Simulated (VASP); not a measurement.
# As (R-3m) in VASP: further runs

As is run at these levels: LDA; tasks: single point.

Everything below comes from runs of VASP 6.6.1. Logs are shortened: lines on timing, memory, paths and dates and some standing lists are left out, and cuts for length are marked.

## Step 1: The cell of the first run

Symmetry: R-3m, No. 166, trigonal system. Conventional cell: a = 3.685 Å, b = 3.685 Å, c = 10.327 Å, α = 90.00°, β = 90.00°, γ = 120.00°. Within 3.2 Å of As (site symmetry 3m) lie 6 As at 2.46 to 3.07 Å.

## Step 2: Single point, LDA (volume scaled by 0.94)

Contents of INCAR:

```
PREC = Accurate
ENCUT = 520
EDIFF = 1E-6
ISMEAR = -1
SIGMA = 0.05
LREAL = F
LASPH = T
NELM = 60
ALGO = Normal
ISIF = 2
LWAVE = F
LCHARG = F
GGA = CA
NBANDS = 12
```

Contents of KPOINTS:

```
regular mesh
0
Gamma
  9 9 9
```

Contents of POSCAR:

```
As
1.0
    1.8424025153      1.0637115881      3.4423263150
   -1.8424025153      1.0637115881      3.4423263150
    0.0000000000     -2.1274231763      3.4423263150
As
2
Direct
    0.2260000000      0.2260000000      0.2260000000
    0.7740000000      0.7740000000      0.7740000000
```

Potentials or basis: VASP PAW LDA potentials, release 64 (As).

Run with:

```console
$ cat potpaw_LDA.64/As/POTCAR > POTCAR
$ mpirun -np 1 vasp_std > vasp.out
```

OUTCAR:

```text
PREC = Accurate
   ENCUT = 520
   EDIFF = 1E-6
   ISMEAR = -1
   LREAL = F
   LASPH = T
   NELM = 60
   ISIF = 2
   GGA = CA

 ion  position               nearest neighbor table
   1  0.226  0.226  0.226-   2 2.46   2 2.46   2 2.46
   2  0.774  0.774  0.774-   1 2.46   1 2.46   1 2.46

  LATTYP: Found a trigonal (rhomboedric) cell.
 ALAT       =     4.0466702151
 COS(alpha) =     0.5854247172

  Lattice vectors:

 A1 = (   1.8424025153,   1.0637115881,   3.4423263150)
 A2 = (  -1.8424025153,   1.0637115881,   3.4423263150)
 A3 = (   0.0000000000,  -2.1274231763,   3.4423263150)

Analysis of symmetry for initial positions (statically):
=====================================================================
 Subroutine PRICEL returns:
 Original cell was already a primitive cell.

 Routine SETGRP: Setting up the symmetry group for a
 trigonal (rhombohedral) supercell.

 Subroutine GETGRP returns: Found 12 space group operations
 (whereof 12 operations were pure point group operations)
 out of a pool of 12 trial point group operations.

The static configuration has the point symmetry D_3d.

Analysis of symmetry for dynamics (positions and initial velocities):
=====================================================================
 Subroutine PRICEL returns:
 Original cell was already a primitive cell.

 Routine SETGRP: Setting up the symmetry group for a
 trigonal (rhombohedral) supercell.

 Subroutine GETGRP returns: Found 12 space group operations
 (whereof 12 operations were pure point group operations)
 out of a pool of 12 trial point group operations.

The dynamic configuration has the point symmetry D_3d.

 Subroutine INISYM returns: Found 12 space group operations
 (whereof 12 operations are pure point group operations),
 and found     1 'primitive' translations

----------------------------------------------------------------------------------------

                                     Primitive cell

  volume of cell :      40.4773

  direct lattice vectors                    reciprocal lattice vectors
     1.842402515  1.063711588  3.442326315     0.271384779  0.156684075  0.096833741
    -1.842402515  1.063711588  3.442326315    -0.271384779  0.156684075  0.096833741
     0.000000000 -2.127423176  3.442326315     0.000000000 -0.313368151  0.096833741

  length of vectors
     4.046670215  4.046670215  4.046670215     0.327988371  0.327988371  0.327988371

[... 83 lines left out ...]
   NSW    =      0    number of steps for IOM
   IBRION =     -1    ionic relax: 0-MD 1-quasi-New 2-CG
   NFREE  =      0    steps in history (QN), initial steepest desc. (CG)
   ISIF   =      2    stress and relaxation
   ISYM   =      2    0-nonsym 1-usesym 2-fastsym
   POTIM  = 0.5000    time-step for ionic-motion
   TEBEG  =    0.0;   TEEND  =   0.0 temperature during run
   PSTRESS=    0.0 pullay stress
   NELECT =      10.0000    total number of electrons
   NUPDOWN=      -1.0000    fix difference up-down
   EMIN   =  10.00;   EMAX   =-10.00  energy-range for DOS
   EFERMI =   0.00;   METHOD = LEGACY
   ISMEAR =    -1;   SIGMA  =   0.05  broadening in eV -4-tet -1-fermi 0-gaus
   EFERMI_NEDOS =   21; number of points for ismear=-14 and -15
   IALGO  =     38    algorithm
   IMIX   =      4    mixing-type and parameters
     AMIX     =   0.40;   BMIX     =  1.00
     AMIX_MAG =   1.60;   BMIX_MAG =  1.00
  volume/ion in A,a.u.               =      20.24       136.58
  Fermi-wavevector in a.u.,A,eV,Ry     =   1.027238  1.941198 14.357102  1.055217
  Thomas-Fermi vector in A             =   2.161172
   LORBIT       =      0    0 simple, 1 ext, 2 COOP (PROOUT), +10 PAW based schemes
   GGA     = CA    functional components
   LHFCALC =     F    Hartree Fock is set to
   AEXX    =    0.0000 exact exchange contribution
   IVDW    =     0    specifies the selected vdW correction
   LEPSILON=     F    determine dielectric tensor
   LRPA    =     F    only Hartree local field effects (RPA)
 non-spin polarized calculation
  energy-cutoff  :      520.00
  volume of cell :       40.48
 maximum number of plane-waves:      1111
 NGX is ok and might be reduce to    30
   NGX = 15   NGY = 15   NGZ = 15

 number of electron      10.0000000 magnetization

 number of electron       9.9999999 magnetization

 Free energy of the ion-electron system (eV)
  ---------------------------------------------------
  ext. energy  EPLUGINS =         0.00000000
  ---------------------------------------------------
  free energy    TOTEN  =       -10.73945685 eV

  energy without entropy =      -10.73802539  energy(sigma->0) =      -10.73874112

 E-fermi :   6.2216     XC(G=0): -10.4166

 val. band max:        6.1898125555   @ k =   0.4444   0.3333   0.3333
 cond. band min:       6.2376252937   @ k =   0.3333   0.2222   0.2222
 fundamental gap:      0.0478127382
 Fermi energy:         6.2215925845

 k-point     1 :       0.0000    0.0000    0.0000
  band No.  band energies     occupation
      1      -9.4895      2.00000
      2       0.6290      2.00000
      3       3.4815      2.00000
      4       4.0037      2.00000
      5       4.0037      2.00000
      6       7.7292      0.00000
      7       9.1365      0.00000
      8       9.1365      0.00000
      9      13.0343      0.00000
     10      13.0343      0.00000
     11      13.6293      0.00000
     12      14.9232      0.00000
[... 331 lines left out ...]
 k-point    24 :       0.4444    0.4444    0.0000
  band No.  band energies     occupation
      1      -6.6956      2.00000
      2      -3.6052      2.00000
      3      -0.0088      2.00000
      4       1.7645      2.00000
      5       1.7769      2.00000
      6       7.3892      0.00000
      7      11.8583      0.00000
      8      13.2112      0.00000
      9      13.4179      0.00000
     10      16.8176      0.00000
     11      17.9949      0.00000
     12      19.4005      0.00000

 [... further k-points ...]
[... 5 lines left out ...]
  --------------------------------------------------------------------------------------
  -------------------------------------------------------------------------------------
  Total        1.3664575      1.3664575      0.6827019      0.0000000     -0.0000000      0.0000000
  in kB       54.0872638     54.0872638     27.0227799      0.0000000     -0.0000000      0.0000000
  external PRESSURE =      45.0657692 kB  Pullay stress =       0.0000000 kB

 VOLUME and BASIS-vectors are now :
 -----------------------------------------------------------------------------
  energy-cutoff  :      520.00
  volume of cell :       40.48
      direct lattice vectors                 reciprocal lattice vectors
     1.842402515  1.063711588  3.442326315     0.271384779  0.156684075  0.096833741
    -1.842402515  1.063711588  3.442326315    -0.271384779  0.156684075  0.096833741
     0.000000000 -2.127423176  3.442326315     0.000000000 -0.313368151  0.096833741

 POSITION                                       TOTAL-FORCE (eV/Angst)
 -----------------------------------------------------------------------------------
      0.00000     -0.00000      2.33390         0.000000     -0.000000      0.789304
      0.00000     -0.00000      7.99308         0.000000      0.000000     -0.789304
 -----------------------------------------------------------------------------------
    total drift:                                0.000000     -0.000000      0.000000

  FREE ENERGIE OF THE ION-ELECTRON SYSTEM (eV)
  ---------------------------------------------------
  free  energy   TOTEN  =       -10.7394568536 eV

  energy  without entropy=      -10.7380253864  energy(sigma->0) =      -10.73874112
```

stdout:

```text
POSCAR found type information on POSCAR As
 POSCAR found :  1 types and       2 ions
 scaLAPACK will be used
 LDA part: xc-table for (Slater(with rela. corr.)+CA(PZ))
 , standard interpolation
 POSCAR, INCAR and KPOINTS ok, starting setup
 FFT: planning ... GRIDC
 FFT: planning ... GRID_SOFT
 FFT: planning ... GRID
 WAVECAR not read
 entering main loop
```

Run time: 24 s. Hardware: 1 thread of Intel Xeon Platinum 8488C (Sapphire Rapids), shared host; peak memory 0.16 GiB.

What came out:

```yaml
Free_energy: -10.7395 eV
Pressure: 4.5 GPa
Largest_force: 0.789 eV/Å
Band_gap_on_the_k_mesh: zero (band 5 reaches 6.24 eV, above the bottom of band 6 at 6.09 eV)
```

Forces in eV/Å, atoms in the order of the input:
```
As   0.000  0.000  0.789
As   0.000  0.000 -0.789
```

Stress tensor (GPa, compression positive):
```
5.41 0.00 0.00
0.00 5.41 0.00
0.00 0.00 2.70
```

Levels at points of the mesh, in eV from the Fermi level:
```
           k point  band 2  band 3  band 4  band 5  band 6  band 7  band 8  band 9
(0.00, 0.00, 0.00)   -5.59   -2.74   -2.22   -2.22    1.51    2.91    2.91    6.81
```

Caveat: the cell differs from its parent crystal (volume scaled by 0.94).

## Step 3: Single point, LDA (volume scaled by 0.96)

Contents of INCAR:

```
SYSTEM = As
ALGO = Normal
EDIFF = 1E-6
ENCUT = 520
ISIF = 2
ISMEAR = -1
LASPH = .True.
LCHARG = .False.
LREAL = .False.
LWAVE = .False.
NBANDS = 12
NELM = 60
PREC = Accurate
SIGMA = 0.05
```

Contents of KPOINTS:

```
k-points
0
Gamma
  9 9 9
  0 0 0
```

Contents of POSCAR:

```
As
1.0
    1.8553776084      1.0712027616      3.4665688483
   -1.8553776084      1.0712027616      3.4665688483
    0.0000000000     -2.1424055233      3.4665688483
As
2
Direct
    0.2260000000      0.2260000000      0.2260000000
    0.7740000000      0.7740000000      0.7740000000
```

Potentials or basis: VASP PAW LDA potentials, release 64 (As).

Run with:

```console
$ cat potpaw_LDA.64/As/POTCAR > POTCAR
$ mpirun -np 1 vasp_std > vasp.out
```

It took 29 s on 1 thread of Intel Xeon Platinum 8488C (Sapphire Rapids), shared host; peak memory 0.16 GiB.

It converged, with:

* Free energy: -10.7582 eV
* Pressure: 2.5 GPa
* Largest force: 0.627 eV/Å
* Band gap on the k mesh: zero (band 5 reaches 5.92 eV, above the bottom of band 6 at 5.83 eV)

Forces on the atoms (eV/Å):
```
As   0.000  0.000  0.627
As   0.000  0.000 -0.627
```

Stress tensor (GPa, compression positive):
```
3.15 0.00 0.00
0.00 3.15 0.00
0.00 0.00 1.19
```

Levels at points of the mesh, in eV from the Fermi level:
| k point | band 2 | band 3 | band 4 | band 5 | band 6 | band 7 | band 8 | band 9 |
| --- | --- | --- | --- | --- | --- | --- | --- | --- |
| (0.00, 0.00, 0.00) | -5.67 | -2.63 | -2.14 | -2.14 | 1.54 | 2.92 | 2.92 | 6.85 |

Caveat: the cell differs from its parent crystal (volume scaled by 0.96).

## Step 4: Single point, LDA (volume scaled by 0.98)

Contents of INCAR:

```
ALGO     = Normal         # electronic algorithm
EDIFF    = 1E-6           # SCF threshold, eV
ENCUT    = 520            # plane-wave cutoff, eV
ISIF     = 2              # what is computed and relaxed
ISMEAR   = -1             # smearing method
LASPH    = True           # aspherical terms in the spheres
LCHARG   = False          # write CHGCAR
LREAL    = False          # projectors in reciprocal space
LWAVE    = False          # write WAVECAR
NBANDS   = 12             # bands
NELM     = 60             # most SCF steps
PREC     = Accurate       # precision mode
SIGMA    = 0.05           # smearing width, eV
```

Contents of KPOINTS:

```
k-points
0
Gamma
  9 9 9
```

Contents of POSCAR:

```
As
1.0
    1.8681737204      1.0785906003      3.4904769752
   -1.8681737204      1.0785906003      3.4904769752
    0.0000000000     -2.1571812007      3.4904769752
As
2
Direct
    0.2260000000      0.2260000000      0.2260000000
    0.7740000000      0.7740000000      0.7740000000
```

Run with:

```console
$ cat potpaw_LDA.64/As/POTCAR > POTCAR
$ mpirun -np 1 vasp_std > vasp.out
```

Run time: 19 s. Hardware: 1 thread of Intel Xeon Platinum 8488C (Sapphire Rapids), shared host; peak memory 0.17 GiB.

The run converged. Its results:

| Item | Value |
| --- | --- |
| Free energy | -10.7667 eV |
| Pressure | 0.7 GPa |
| Largest force | 0.475 eV/Å |
| Band gap on the k mesh | zero (band 5 reaches 5.67 eV, above the bottom of band 6 at 5.57 eV) |

Forces in eV/Å, atoms in the order of the input:
```
As   0.000  0.000  0.475
As   0.000  0.000 -0.475
```

Stress tensor (GPa, compression positive):
```
 1.12  0.00  0.00
 0.00  1.12  0.00
 0.00  0.00 -0.17
```

Levels at points of the mesh, in eV from the Fermi level:
| k point | band 2 | band 3 | band 4 | band 5 | band 6 | band 7 | band 8 | band 9 |
| --- | --- | --- | --- | --- | --- | --- | --- | --- |
| (0.00, 0.00, 0.00) | -5.75 | -2.53 | -2.06 | -2.06 | 1.57 | 2.91 | 2.91 | 6.89 |

Caveat: the cell differs from its parent crystal (volume scaled by 0.98).

## Step 5: Single point, LDA

This run uses another cell than the first one, of 21.53 Å³/atom, 1.064 times its volume.

Contents of INCAR:

```
ALGO = Normal
EDIFF = 1E-7
ENCUT = 520
GGA = CA
ISIF = 2
ISMEAR = -1
LASPH = True
LCHARG = False
LREAL = False
LWAVE = False
NBANDS = 12
NELM = 80
PREC = Accurate
SIGMA = 0.05
```

KPOINTS is that of step 4.

Contents of POSCAR:

```
As
1.0
    1.8807968987      1.0858785957      3.5140619945
   -1.8807968987      1.0858785957      3.5140619945
    0.0000000000     -2.1717571915      3.5140619945
As
2
Direct
    0.2260000000      0.2260000000      0.2260000000
    0.7740000000      0.7740000000      0.7740000000
```

Run with:

```console
$ cat potpaw_LDA.64/As/POTCAR > POTCAR
$ mpirun -np 1 vasp_std > vasp.out
```

Run time: 22 s. Hardware: 1 thread of Intel Xeon Platinum 8488C (Sapphire Rapids), shared host; peak memory 0.17 GiB.

Results (log left out):

```yaml
Free_energy: -10.7659 eV
Pressure: -0.9 GPa
Largest_force: 0.333 eV/Å
Band_gap_on_the_k_mesh: zero (band 5 reaches 5.42 eV, above the bottom of band 6 at 5.33 eV)
```

Forces on the atoms (eV/Å):
```
As   0.000  0.000  0.333
As   0.000  0.000 -0.333
```

Stress tensor (GPa, compression positive):
```
-0.71  0.00  0.00
 0.00 -0.71  0.00
 0.00  0.00 -1.40
```

Levels at points of the mesh, in eV from the Fermi level:
```tsv
k point	band 1	band 2	band 3	band 4	band 5	band 6	band 7	band 8	band 9	band 10
(0.00, 0.00, 0.00)	-15.04	-5.82	-2.44	-1.99	-1.99	1.59	2.91	2.91	6.92	6.92
```

## Step 6: Overview

```csv
cell,gap on the mesh (eV),pressure (GPa),largest force (eV/Å)
"a = 4.047 Å, angles 54.2°, 2 atoms",none,4.5,0.79
"a = 4.075 Å, angles 54.2°, 2 atoms",none,2.5,0.63
"a = 4.103 Å, angles 54.2°, 2 atoms",none,0.7,0.48
"a = 4.131 Å, angles 54.2°, 2 atoms",none,-0.9,0.33
```

Alike in all rows: task single point; level LDA; potentials or basis VASP PAW LDA potentials, release 64 (As); no spin polarisation; k mesh 9 × 9 × 9; cutoff (eV) 520; smearing fermi-dirac 0.05 eV.

Absolute energies hang on the potentials; compare differences alone.
